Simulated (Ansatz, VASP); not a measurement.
# One calculation of Al, two programs

```
Al
1.0
     2.67183    0.00000    0.00000
    -1.33592    2.31387    0.00000
     0.00000    0.00000    4.98852
Al
2
Cartesian
  1.3359 0.7713 3.7414
  0.0000 1.5426 1.2471
```

Change from the starting cell: strain -0.050 along x and y, +0.025 along z, atoms carried along.

Alike in both runs: task single point; functional r2SCAN; k mesh 18 × 18 × 10; occupations gaussian, width 0.15 eV; no spin polarisation.

|  | VASP | Ansatz |
| --- | --- | --- |
| version | VASP 6.6.1 | Ansatz 0.2.0 |
| potentials or method | VASP PAW PBE potentials, release 64 (Al), cutoff 520 eV | scalar-relativistic, plane waves, PAW |
| valence electrons in the cell | 6 | 6 |

```tsv
	VASP	Ansatz	Ansatz less VASP
gap on the k mesh at the Fermi level (eV)	none	none	-
pressure (GPa)	5.8	6.2	+0.35
traceless stress, the component that is largest in VASP (GPa)	-9.74	-9.78	-0.045
```

VASP's potentials were made for PBE, not for r2SCAN. A gap of «none» marks a metal or a gap that the smearing closes.
